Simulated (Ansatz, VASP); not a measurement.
## Sr in VASP and in Ansatz

POSCAR

```
Sr
1.0
    4.4785988347      0.0000000000      0.0000000000
   -2.2392994173      3.8785803643      0.0000000000
    0.0000000000      0.0000000000     14.7031428242
Sr
4
Direct
    1.0000000000      1.0000000000      0.0000000000
    1.0000000000      0.0000000000      0.5000000000
    0.3333333333      0.6666666667      0.2500000000
    0.6666666667      0.3333333333      0.7500000000
```

File INCAR.step1:

```
PREC = Accurate
ENCUT = 520
ISMEAR = -1
SIGMA = 0.1
LREAL = F
LASPH = T
NELM = 80
NBANDS = 28
GGA = PE
ALGO = Normal
EDIFF = 1E-4
LWAVE = T
LCHARG = F
```

The input INCAR.step2:

```
PREC = Accurate
ENCUT = 520
EDIFF = 1E-6
ISMEAR = -1
SIGMA = 0.1
LREAL = F
LASPH = T
NELM = 80
ALGO = Normal
ISIF = 2
LWAVE = F
LCHARG = T
METAGGA = R2SCAN
LMIXTAU = T
LELF = T
LVHAR = T
NBANDS = 28
ISTART = 1
```

File KPOINTS:

```
regular mesh
0
Gamma
  10 10 3
```

Input for Ansatz:

```yaml
crystal:
  lattice:
    - [4.4785988347, 0.0, 0.0]
    - [-2.2392994173, 3.8785803643, 0.0]
    - [0.0, 0.0, 14.7031428242]
  atoms:
    - { symbol: Sr, position: [1.0, 1.0, 0.0] }
    - { symbol: Sr, position: [1.0, 0.0, 0.5] }
    - { symbol: Sr, position: [0.3333333333, 0.6666666667, 0.25] }
    - { symbol: Sr, position: [0.6666666667, 0.3333333333, 0.75] }
hamiltonian:
  xc: r2scan
  pseudopotentials:
    kind: paw
    azcp:
      Sr: "pseudopotentials/Sr.paw.azcp"
basis:
  ecutwfc: 500
  fft_grid_basis: typed
kpoints:
  mp_grid: { grid: [10, 10, 3], shift: [0, 0, 0] }
magnetization:
  spin_polarized: false
scf:
  occupations: { method: fermi_dirac, width: 0.1 }
  lower_state_search: "off"
output:
  stress: true
```

Alike in both runs: task single point; functional r2SCAN; k mesh 10 × 10 × 3; occupations fermi-dirac, width 0.1 eV; no spin polarisation.

|  | VASP | Ansatz |
| --- | --- | --- |
| version | VASP 6.6.1 | Ansatz 0.2.0 |
| potentials or method | VASP PAW PBE potentials, release 64 (Sr_sv), cutoff 520 eV | plane waves (500 eV) with PAW, scalar-relativistic |
| valence electrons in the cell | 40 | 40 |

```csv
,VASP,Ansatz,Ansatz less VASP
pressure (GPa),-1.1,-1.1,0.00
```

VASP's potentials were made for PBE, not for r2SCAN. With one functional, cell and mesh, what is left measures potentials, basis and numerics.
